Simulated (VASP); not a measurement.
# C (P6_3/mmc) in VASP: a series of runs

C is run at these levels: PBEsol; tasks: single point.

Program: VASP 6.6.1. These are calculated values, not measurements. Logs are shortened: lines on timing, memory, paths and dates and some standing lists are left out, and cuts for length are marked.

## 1. The cell of the first run

The structure is hexagonal, space group P6_3/mmc (No. 194). Conventional cell: a = 2.453 Å, b = 2.453 Å, c = 4.119 Å, α = 90.00°, β = 90.00°, γ = 120.00°. Within 2.0 Å of C (site symmetry 3m) lie 4 C at 1.51 to 1.54 Å.

## 2. Single point, PBEsol (strained cell)

The input, INCAR:

```
PREC = Accurate ; ENCUT = 520
EDIFF = 1E-6 ; ISMEAR = 0
SIGMA = 0.02 ; LREAL = F
LASPH = T ; NELM = 60
ALGO = Normal ; ISIF = 2
LWAVE = F ; LCHARG = F
GGA = PS ; NBANDS = 16
```

The input, KPOINTS:

```
regular mesh
0
Gamma
  9 9 6
```

The input, POSCAR:

```
C
1.0
    2.4530819151      0.0000000000      0.0000000000
   -1.2265409576      2.1244312560      0.0000000000
    0.0000000000      0.0000000000      4.1189829197
C
4
Direct
    0.3333333333      0.6666666667      0.0000930560
    0.6666666667      0.3333333333      0.5000930560
    0.3333333333      0.6666666667      0.3739069440
    0.6666666667      0.3333333333      0.8739069440
```

Potentials or basis: VASP PAW PBE potentials, release 64 (C).

On the command line:

```
cat potpaw_PBE.64/C/POTCAR > POTCAR
mpirun -np 1 vasp_std > vasp.out
```

OUTCAR:

```text
PREC = Accurate
   ENCUT = 520
   EDIFF = 1E-6
   ISMEAR = 0
   LREAL = F
   LASPH = T
   NELM = 60
   ISIF = 2
   GGA = PS

 ion  position               nearest neighbor table
   1  0.333  0.667  0.000-   4 1.51   4 1.51   4 1.51   3 1.54
   2  0.667  0.333  0.500-   3 1.51   3 1.51   3 1.51   4 1.54
   3  0.333  0.667  0.374-   2 1.51   2 1.51   2 1.51   1 1.54
   4  0.667  0.333  0.874-   1 1.51   1 1.51   1 1.51   2 1.54

  LATTYP: Found a hexagonal cell.
 ALAT       =     2.4530819151
 C/A-ratio  =     1.6791053305

  Lattice vectors:

 A1 = (   2.4530819151,   0.0000000000,   0.0000000000)
 A2 = (  -1.2265409576,   2.1244312560,   0.0000000000)
 A3 = (   0.0000000000,   0.0000000000,   4.1189829197)

Analysis of symmetry for initial positions (statically):
=====================================================================
 Subroutine PRICEL returns:
 Original cell was already a primitive cell.

 Routine SETGRP: Setting up the symmetry group for a
 hexagonal supercell.

 Subroutine GETGRP returns: Found 24 space group operations
 (whereof  6 operations were pure point group operations)
 out of a pool of 24 trial point group operations.

The static configuration has the point symmetry C_3v.
 The point group associated with its full space group is D_6h.

Analysis of symmetry for dynamics (positions and initial velocities):
=====================================================================
 Subroutine PRICEL returns:
 Original cell was already a primitive cell.

 Routine SETGRP: Setting up the symmetry group for a
 hexagonal supercell.

 Subroutine GETGRP returns: Found 24 space group operations
 (whereof  6 operations were pure point group operations)
 out of a pool of 24 trial point group operations.

The dynamic configuration has the point symmetry C_3v.
 The point group associated with its full space group is D_6h.

 Subroutine INISYM returns: Found 24 space group operations
 (whereof  6 operations are pure point group operations),
 and found     1 'primitive' translations

----------------------------------------------------------------------------------------

                                     Primitive cell

  volume of cell :      21.4657

  direct lattice vectors                    reciprocal lattice vectors
     2.453081915  0.000000000  0.000000000     0.407650472  0.235357110  0.000000000
    -1.226540958  2.124431256  0.000000000     0.000000000  0.470714219  0.000000000
     0.000000000  0.000000000  4.118982920     0.000000000  0.000000000  0.242778380

  length of vectors
     2.453081915  2.453081915  4.118982920     0.470714219  0.470714219  0.242778380

  position of ions in fractional coordinates (direct lattice)
     0.333333333  0.666666667  0.000093056
     0.666666667  0.333333333  0.500093056
     0.333333333  0.666666667  0.373906944
     0.666666667  0.333333333  0.873906944

  ion indices of the primitive-cell ions
   primitive index   ion index
                 1           1
                 2           2
                 3           3
                 4           4

----------------------------------------------------------------------------------------

 KPOINTS: regular mesh

Automatic generation of k-mesh.
 Grid dimensions read from file:
 generate k-points for:    9    9    6

 Generating k-lattice:

  Cartesian coordinates                     Fractional coordinates (reciprocal lattice)
     0.045294497  0.026150790  0.000000000     0.111111111 -0.000000000  0.000000000
     0.000000000  0.052301580  0.000000000     0.000000000  0.111111111  0.000000000
     0.000000000  0.000000000  0.040463063     0.000000000  0.000000000  0.166666667

  Length of vectors
     0.052301580  0.052301580  0.040463063

  Shift w.r.t. Gamma in fractional coordinates (k-lattice)
     0.000000000  0.000000000  0.000000000

 Subroutine IBZKPT returns following result:
 ===========================================

 Found     48 irreducible k-points:

 Following reciprocal coordinates:
            Coordinates               Weight
  0.000000  0.000000  0.000000      1.000000
  0.111111 -0.000000  0.000000      6.000000
  0.222222 -0.000000  0.000000      6.000000
  0.333333  0.000000  0.000000      6.000000
  0.444444 -0.000000  0.000000      6.000000
  0.111111  0.111111  0.000000      6.000000
[... 16 lines left out ...]
  0.333333  0.222222  0.166667     24.000000
  0.333333  0.333333  0.166667      4.000000
 [... further k-points ...]
   k-points           NKPTS =     48   k-points in BZ     NKDIM =     48   number of bands    NBANDS=     16
   number of dos      NEDOS =    301   number of ions     NIONS =      4
   total plane-waves  NPLWV =  10368
   dimension x,y,z NGX =    18 NGY =   18 NGZ =   32
   dimension x,y,z NGXF=    36 NGYF=   36 NGZF=   64
   ions per type =               4
   NGX,Y,Z   is equivalent  to a cutoff of  12.20, 12.20, 12.92 a.u.
   NGXF,Y,Z  is equivalent  to a cutoff of  24.40, 24.40, 25.83 a.u.
 SYSTEM =  unknown system
   PREC   = accura    normal or accurate (medium, high low for compatibility)
   ISTART =      0    job   : 0-new  1-cont  2-samecut
   ICHARG =      2    charge: 1-file 2-atom 10-const
   ISPIN  =      1    spin polarized calculation?
   LNONCOLLINEAR =      F non collinear calculations
   LSORBIT =      F    spin-orbit coupling
   LASPH  =      T    aspherical Exc in radial PAW
   ENCUT  =  520.0 eV  38.22 Ry    6.18 a.u.   4.56  4.56  7.66*2*pi/ulx,y,z
   NELM   =     60;   NELMIN=  2; NELMDL= -5     # of ELM steps
   EDIFF  = 0.1E-05   stopping-criterion for ELM
   LREAL  =      F    real-space projection
   EDIFFG = 0.1E-04   stopping-criterion for IOM
   NSW    =      0    number of steps for IOM
   IBRION =     -1    ionic relax: 0-MD 1-quasi-New 2-CG
   NFREE  =      0    steps in history (QN), initial steepest desc. (CG)
   ISIF   =      2    stress and relaxation
   ISYM   =      2    0-nonsym 1-usesym 2-fastsym
   POTIM  = 0.5000    time-step for ionic-motion
   TEBEG  =    0.0;   TEEND  =   0.0 temperature during run
   PSTRESS=    0.0 pullay stress
   NELECT =      16.0000    total number of electrons
   NUPDOWN=      -1.0000    fix difference up-down
   EMIN   =  10.00;   EMAX   =-10.00  energy-range for DOS
   EFERMI =   0.00;   METHOD = LEGACY
   ISMEAR =     0;   SIGMA  =   0.02  broadening in eV -4-tet -1-fermi 0-gaus
   EFERMI_NEDOS =   21; number of points for ismear=-14 and -15
   IALGO  =     38    algorithm
   IMIX   =      4    mixing-type and parameters
     AMIX     =   0.40;   BMIX     =  1.00
     AMIX_MAG =   1.60;   BMIX_MAG =  1.00
  volume/ion in A,a.u.               =       5.37        36.21
  Fermi-wavevector in a.u.,A,eV,Ry     =   1.484340  2.804995 29.977224  2.203264
  Thomas-Fermi vector in A             =   2.597889
   LORBIT       =      0    0 simple, 1 ext, 2 COOP (PROOUT), +10 PAW based schemes
   GGA     = PS    functional components
   LHFCALC =     F    Hartree Fock is set to
   AEXX    =    0.0000 exact exchange contribution
   IVDW    =     0    specifies the selected vdW correction
   LEPSILON=     F    determine dielectric tensor
   LRPA    =     F    only Hartree local field effects (RPA)
 non-spin polarized calculation
 Gauss-broadening in eV      SIGMA  =   0.02
  energy-cutoff  :      520.00
  volume of cell :       21.47
 maximum number of plane-waves:       592
   NGX =  9   NGY =  9   NGZ = 15

 number of electron      15.9999996 magnetization

 Free energy of the ion-electron system (eV)
  ---------------------------------------------------
  ext. energy  EPLUGINS =         0.00000000
  ---------------------------------------------------
  free energy    TOTEN  =       -38.31859985 eV

  energy without entropy =      -38.31859985  energy(sigma->0) =      -38.31859985

 E-fermi :  11.0861     XC(G=0): -13.7025

 val. band max:       10.8654074075   @ k =   0.0000   0.0000   0.0000
 cond. band min:      13.6765422242   @ k =   0.3333   0.3333   0.0000
 fundamental gap:      2.8111348167
 Fermi energy:        11.0860794043

 k-point     1 :       0.0000    0.0000    0.0000
  band No.  band energies     occupation
      1     -11.7765      2.00000
      2      -5.9533      2.00000
      3      -3.6168      2.00000
      4       7.6710      2.00000
      5       7.6710      2.00000
      6      10.2532      2.00000
[... 8 lines left out ...]
     15      26.4696      0.00000
     16      28.8600      0.00000

 k-point     2 :       0.1111   -0.0000    0.0000
  band No.  band energies     occupation
      1     -11.4551      2.00000
      2      -5.6664      2.00000
      3      -3.3095      2.00000
      4       6.1674      2.00000
      5       7.0260      2.00000
      6       9.5794      2.00000
[... 8 lines left out ...]
     15      26.7877      0.00000
     16      27.5030      0.00000

 k-point     3 :       0.2222   -0.0000    0.0000
  band No.  band energies     occupation
      1     -10.4973      2.00000
      2      -4.8100      2.00000
      3      -2.4222      2.00000
      4       3.0146      2.00000
      5       5.7800      2.00000
      6       6.8852      2.00000
[... 8 lines left out ...]
     15      25.6613      0.00000
     16      27.3521      0.00000

 k-point     4 :       0.3333    0.0000    0.0000
  band No.  band energies     occupation
      1      -8.9278      2.00000
      2      -3.4022      2.00000
      3      -1.3727      2.00000
      4      -0.0544      2.00000
      5       3.9102      2.00000
      6       4.7118      2.00000
[... 8 lines left out ...]
     15      26.4385      0.00000
     16      27.7708      0.00000

 k-point     5 :       0.4444   -0.0000    0.0000
  band No.  band energies     occupation
      1      -6.8722      2.00000
      2      -3.6840      2.00000
      3      -1.5228      2.00000
      4       0.7454      2.00000
      5       1.1687      2.00000
      6       4.1290      2.00000
[... 8 lines left out ...]
     15      27.9667      0.00000
     16      29.2169      0.00000

 k-point     6 :       0.1111    0.1111    0.0000
  band No.  band energies     occupation
      1     -10.8154      2.00000
      2      -5.0946      2.00000
      3      -2.7104      2.00000
      4       4.2382      2.00000
      5       5.6197      2.00000
      6       7.8953      2.00000
[... 8 lines left out ...]
     15      26.3065      0.00000
     16      27.3471      0.00000

 k-point     7 :       0.2222    0.1111    0.0000
  band No.  band energies     occupation
      1      -9.5504      2.00000
      2      -3.9622      2.00000
      3      -1.6227      2.00000
      4       1.3760      2.00000
      5       4.0298      2.00000
      6       5.3850      2.00000
[... 8 lines left out ...]
     15      25.9286      0.00000
     16      26.6971      0.00000

 k-point     8 :       0.3333    0.1111    0.0000
  band No.  band energies     occupation
      1      -7.7103      2.00000
      2      -2.3045      2.00000
      3      -2.1736      2.00000
      4       0.2945      2.00000
      5       2.6177      2.00000
      6       3.1060      2.00000
[... 8 lines left out ...]
     15      27.1714      0.00000
     16      27.9779      0.00000

 k-point     9 :       0.4444    0.1111    0.0000
  band No.  band energies     occupation
      1      -5.9386      2.00000
      2      -4.3298      2.00000
      3      -0.6113      2.00000
      4       0.5155      2.00000
      5       1.2181      2.00000
      6       2.9088      2.00000
[... 8 lines left out ...]
     15      28.1104      0.00000
     16      29.2886      0.00000
[... 172 lines left out ...]
 k-point    19 :       0.2222    0.1111    0.1667
  band No.  band energies     occupation
      1      -9.3611      2.00000
      2      -5.0706      2.00000
      3      -0.3153      2.00000
      4       1.6213      2.00000
      5       4.1719      2.00000
      6       4.8122      2.00000
[... 8 lines left out ...]
     15      25.1763      0.00000
     16      27.0508      0.00000

 k-point    20 :       0.3333    0.1111    0.1667
  band No.  band energies     occupation
      1      -7.5251      2.00000
      2      -3.3913      2.00000
      3      -1.8705      2.00000
      4       1.3264      2.00000
      5       2.0647      2.00000
      6       3.3050      2.00000
[... 8 lines left out ...]
     15      26.5485      0.00000
     16      28.8107      0.00000

 k-point    21 :       0.4444    0.1111    0.1667
  band No.  band energies     occupation
      1      -5.7623      2.00000
      2      -4.1522      2.00000
      3      -1.6770      2.00000
      4      -0.1875      2.00000
      5       2.3299      2.00000
      6       3.2207      2.00000
[... 8 lines left out ...]
     15      27.3286      0.00000
     16      29.6358      0.00000

 k-point    22 :       0.2222    0.2222    0.1667
  band No.  band energies     occupation
      1      -7.8196      2.00000
      2      -3.6464      2.00000
      3      -0.6904      2.00000
      4       1.5015      2.00000
      5       1.7685      2.00000
      6       3.1215      2.00000
[... 8 lines left out ...]
     15      24.9580      0.00000
     16      27.4093      0.00000

 k-point    23 :       0.3333    0.2222    0.1667
  band No.  band energies     occupation
      1      -5.8147      2.00000
      2      -3.0031      2.00000
      3      -1.6683      2.00000
      4       0.5474      2.00000
      5       0.9957      2.00000
      6       2.8712      2.00000
[... 8 lines left out ...]
     15      26.5504      0.00000
     16      28.0902      0.00000

 k-point    24 :       0.3333    0.3333    0.1667
  band No.  band energies     occupation
      1      -4.0253      2.00000
      2      -4.0253      2.00000
      3      -0.8295      2.00000
      4      -0.0258      2.00000
      5      -0.0258      2.00000
      6       2.7972      2.00000
[... 8 lines left out ...]
     15      27.3031      0.00000
     16      27.3031      0.00000

 [... further k-points ...]
[... 5 lines left out ...]
  --------------------------------------------------------------------------------------
  -------------------------------------------------------------------------------------
  Total        3.7901893      3.7901893      2.2213475     -0.0000000      0.0000000     -0.0000000
  in kB      282.8959720    282.8959720    165.7991750     -0.0000000      0.0000000     -0.0000000
  external PRESSURE =     243.8637063 kB  Pullay stress =       0.0000000 kB

 VOLUME and BASIS-vectors are now :
 -----------------------------------------------------------------------------
  energy-cutoff  :      520.00
  volume of cell :       21.47
      direct lattice vectors                 reciprocal lattice vectors
     2.453081915  0.000000000  0.000000000     0.407650472  0.235357110  0.000000000
    -1.226540958  2.124431256  0.000000000     0.000000000  0.470714219  0.000000000
     0.000000000  0.000000000  4.118982920     0.000000000  0.000000000  0.242778380

 POSITION                                       TOTAL-FORCE (eV/Angst)
 -----------------------------------------------------------------------------------
     -0.00000      1.41629      0.00038        -0.000000      0.000000      0.008637
      1.22654      0.70814      2.05987         0.000000      0.000000      0.008637
     -0.00000      1.41629      1.54012        -0.000000      0.000000     -0.008637
      1.22654      0.70814      3.59961         0.000000     -0.000000     -0.008637
 -----------------------------------------------------------------------------------
    total drift:                               -0.000000      0.000000     -0.000002

  FREE ENERGIE OF THE ION-ELECTRON SYSTEM (eV)
  ---------------------------------------------------
  free  energy   TOTEN  =       -38.3185998482 eV

  energy  without entropy=      -38.3185998482  energy(sigma->0) =      -38.31859985
```

It took 6.2 s on 1 thread of AMD EPYC 9R45 (Zen 5), shared host; peak memory 0.1 GiB.

Results:

- Free energy: -38.3186 eV
- Pressure: 24.4 GPa
- Largest force: 0.009 eV/Å
- Band gap on the k mesh: 2.81 eV, indirect (least direct gap 5.07 eV)

Forces on the atoms (eV/Å):
```
C    0.000  0.000  0.009
C    0.000  0.000  0.009
C    0.000  0.000 -0.009
C    0.000  0.000 -0.009
```

Stress tensor (GPa, compression positive):
```
28.29  0.00  0.00
 0.00 28.29  0.00
 0.00  0.00 16.58
```

Levels at points of the mesh, in eV from the valence-band top:
| k point | band 4 | band 5 | band 6 | band 7 | band 8 | band 9 | band 10 | band 11 | band 12 | band 13 |
| --- | --- | --- | --- | --- | --- | --- | --- | --- | --- | --- |
| (0.00, 0.00, 0.00) | -3.19 | -3.19 | -0.61 | 0.00 | 0.00 | 5.07 | 5.07 | 5.20 | 9.02 | 9.81 |
| (0.00, 0.00, 0.50) | -7.52 | -1.92 | -1.92 | -1.92 | -1.92 | 7.43 | 7.43 | 7.43 | 7.43 | 8.14 |

Caveat: the cell differs from its parent crystal (strained cell); the PAW data sets were made with another functional, which shifts forces and pressure a little.

## 3. Single point, PBEsol (strained cell)

The input, INCAR:

```
  ALGO = Normal
  EDIFF = 1E-7
  ENCUT = 520
  GGA = PS
  ISIF = 2
  ISMEAR = 0
  LASPH = T
  LCHARG = T
  LELF = T
  LREAL = F
  LVHAR = T
  LWAVE = F
  NBANDS = 16
  NELM = 100
  PREC = Accurate
  SIGMA = 0.02
```

The input, KPOINTS:

```
k-points
0
Gamma
  9 9 6
```

The input, POSCAR:

```
C
1.0
    2.5049743428      0.0000000000      0.0000000000
   -1.2524871714      2.1693714167      0.0000000000
    0.0000000000      0.0000000000      4.1189829197
C
4
Direct
    0.3333333333      0.6666666667     -0.0002906146
    0.6666666667      0.3333333333      0.4997093854
    0.3333333333      0.6666666667      0.3742906146
    0.6666666667      0.3333333333      0.8742906146
```

Potentials or basis: VASP PAW PBE potentials, release 64 (C).

On the command line:

```
cat potpaw_PBE.64/C/POTCAR > POTCAR
mpirun -np 1 vasp_std > vasp.out
```

It took 7.9 s on 1 thread of AMD EPYC 9R45 (Zen 5), shared host; peak memory 0.1 GiB.

The run converged. Its results:

| Property | Result |
| --- | --- |
| Free energy | -38.3922 eV |
| Pressure | 3.7 GPa |
| Band gap on the k mesh | 3.05 eV, indirect (least direct gap 4.77 eV) |

Stress tensor (GPa, compression positive):
```
-1.94  0.00  0.00
 0.00 -1.94  0.00
 0.00  0.00 14.86
```

Levels at points of the mesh, in eV from the valence-band top:
| k point | band 6 | band 7 | band 8 | band 9 | band 10 | band 11 |
| --- | --- | --- | --- | --- | --- | --- |
| (0.00, 0.00, 0.00) | -0.50 | 0.00 | 0.00 | 4.77 | 4.77 | 5.65 |
| (0.00, 0.00, 0.50) | -1.98 | -1.98 | -1.98 | 7.16 | 7.16 | 7.16 |

Caveat: the cell differs from its parent crystal (strained cell); the PAW data sets were made with another functional, which shifts forces and pressure a little.

[end of part 1 of 2]
